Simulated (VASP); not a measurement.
AlCo (rocksalt type), 2 atoms in the cell. The structure is cubic, space group Fm-3m (No. 225). Conventional cell: a = 4.828 Å, b = 4.828 Å, c = 4.828 Å, α = 90.00°, β = 90.00°, γ = 90.00°. Co (site symmetry m-3m) has 6 Al at 2.41 Å within 3.2 Å. Within 3.2 Å of Al (site symmetry m-3m) lie 6 Co at 2.41 Å. 

```yaml
Program: VASP 6.6.1
Task: relaxation of cell and atoms
Functional: PBE
Potentials_or_basis: VASP PAW PBE potentials, release 64 (Co, Al)
Cutoff: 600 eV
k_mesh: 14 × 14 × 14
Occupations: fermi-dirac, width 0.1 eV
Spin: no spin polarisation
Dipole_correction: no
Further_INCAR_settings: ALGO = Normal; EDIFF = 1e-06; IBRION = 2; EDIFFG = -0.005; NSW = 60; ISIF = 3
```

Potentials or basis: VASP PAW PBE potentials, release 64 (Co, Al).

Command:

```bash
$ cat potpaw_PBE.64/Co/POTCAR potpaw_PBE.64/Al/POTCAR > POTCAR
$ mpirun -np 1 vasp_std > vasp.out
```

Hardware: 1 thread of AMD EPYC 9R45 96-Core Processor (Zen 5) (shared host).

Question: How long does it take, and how much memory?

Answer: Wall time 46 s on 1 thread of AMD EPYC 9R45 96-Core Processor (Zen 5), with other jobs on the host, peak memory 0.16 GiB. Counts: scf iterations 27, k points 104, ion steps 3.
